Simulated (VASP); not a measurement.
Wanted: the native input for a VASP 6.6.1 run.

```
Task                   : single point
Functional             : PBE
Potentials or basis    : VASP PAW PBE potentials, release 64 (Be, S)
Cutoff                 : 600 eV
k mesh                 : 8 × 8 × 8
Occupations            : gaussian, width 0.02 eV
Spin                   : no spin polarisation
Dipole correction      : no
Further INCAR settings : ALGO = Normal; EDIFF = 1e-06; NBANDS = 11
```

The structure of BeS (ha.bB) lies in POSCAR:

```
BeS
1.0
    0.0000000000      2.4378857738      2.4378857738
    2.4378857738      0.0000000000      2.4378857738
    2.4378857738      2.4378857738      0.0000000000
Be S
1 1
Direct
    0.0000000000      0.0000000000      0.0000000000
    0.2500000000      0.2500000000      0.2500000000
```

One way to write it, as run:

INCAR

```
SYSTEM = BeS
PREC     = Accurate       ! precision mode
ENCUT    = 600            ! plane-wave cutoff, eV
EDIFF    = 1E-6           ! SCF threshold, eV
ISMEAR   = 0              ! smearing method
SIGMA    = 0.02           ! smearing width, eV
LREAL    = .False.        ! projectors in reciprocal space
LASPH    = .True.         ! aspherical terms in the spheres
NELM     = 120            ! most SCF steps
ALGO     = Normal         ! electronic algorithm
ISIF     = 2              ! what is computed and relaxed
LWAVE    = .False.        ! write WAVECAR
LCHARG   = .False.        ! write CHGCAR
GGA      = PE             ! functional
NBANDS   = 11             ! bands
GGA_COMPAT= .False.
```

KPOINTS

```
regular mesh
0
Gamma
  8 8 8
  0 0 0
```

Potentials or basis: VASP PAW PBE potentials, release 64 (Be, S).

The run is started by

```console
$ cat potpaw_PBE.64/Be/POTCAR potpaw_PBE.64/S/POTCAR > POTCAR
$ mpirun -np 1 vasp_std > vasp.out
```

Results of the run:

```yaml
Pressure: 0.1 GPa
Band_gap_on_the_k_mesh: 3.15 eV, indirect (least direct gap 5.68 eV)
```

Run time: 22 s on 1 thread of AMD EPYC 7R13 (shared host), peak memory 0.12 GiB.
